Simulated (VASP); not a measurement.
The system is Hf3N.

```
Hf N
1.0
     0.00000    4.49153    4.49153
     4.49153    0.00000    4.49153
     4.49153    4.49153    0.00000
Hf N
6 2
Cartesian
  4.4915 6.5414 4.4915
  4.4915 4.4915 2.4417
  4.4915 2.4417 4.4915
  6.5414 4.4915 4.4915
  2.4417 4.4915 4.4915
  4.4915 4.4915 6.5414
  4.4915 4.4915 4.4915
  0.0000 0.0000 0.0000
```

```yaml
Program: VASP 6.6.1
Task: relaxation of cell and atoms
Functional: PBE
Potentials_or_basis: VASP PAW PBE potentials, release 64 (Hf_pv, N)
Cutoff: 600 eV
k_mesh: 4 × 4 × 4
Occupations: gaussian, width 0.1 eV
Spin: no spin polarisation
```

At the start: pressure 1.3 GPa; volume 22.65 Å³/atom.

Q: Where does the relaxation end?

A: Over 7 steps the energy falls by 287.5 meV/atom and the volume is 21.14 Å³/atom (-6.7 %); space group Pm-3m (No. 221, to 0.05 Å).

The path:
| step | energy change (eV) | largest force (eV/Å) | pressure (GPa) | volume (Å³) |
| --- | --- | --- | --- | --- |
| 1 | 0.0000 | 4.1099 | 1.35 | 181.22 |
| 2 | -1.6976 | 0.0186 | -10.07 | 186.26 |
| 3 | -1.7250 | 0.2568 | -9.57 | 185.48 |
| 4 | -1.2570 | 2.2377 | 15.88 | 153.72 |
| 5 | -2.2839 | 0.2519 | -1.05 | 170.23 |
| 6 | -2.2842 | 0.2711 | -0.83 | 169.93 |
| 7 | -2.2996 | 0.0168 | -0.28 | 169.08 |

Final structure:
```xyz
8
Lattice="0.0000 4.3889 4.3889 4.3889 0.0000 4.3889 4.3889 4.3889 0.0000" Properties=species:S:1:pos:R:3 pbc="T T T"
Hf    4.3889    6.5824    4.3889
Hf    4.3889    4.3889    2.1954
Hf    4.3889    2.1954    4.3889
Hf    6.5824    4.3889    4.3889
Hf    2.1954    4.3889    4.3889
Hf    4.3889    4.3889    6.5824
N     4.3889    4.3889    4.3889
N     0.0000    0.0000    0.0000
```
